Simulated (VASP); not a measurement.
Here is a VASP 6.6.1 calculation.

Contents of INCAR:

```
ALGO = Normal
EDIFF = 1E-6
ENCUT = 520
GGA = PE
ISIF = 2
ISMEAR = -1
LASPH = T
LCHARG = T
LELF = T
LREAL = F
LVHAR = T
LWAVE = F
NBANDS = 12
NELM = 80
PREC = Accurate
SIGMA = 0.06
```

The input KPOINTS:

```
k-points
0
Gamma
  12 12 12
```

Contents of POSCAR:

```
Cu
1.0
    0.0000000000      1.8426200000      1.8426200000
    1.8426200000      0.0000000000      1.8426200000
    1.8426200000      1.8426200000      0.0000000000
Cu
1
Direct
    0.0000000000      0.0000000000      0.0000000000
```

Potentials or basis: VASP PAW PBE potentials, release 64 (Cu).

Command:

```bash
$ cat potpaw_PBE.64/Cu/POTCAR > POTCAR
$ mpirun -np 1 vasp_std > vasp.out
```

Task: What does it give for the pressure?

Result: -5.2 GPa.
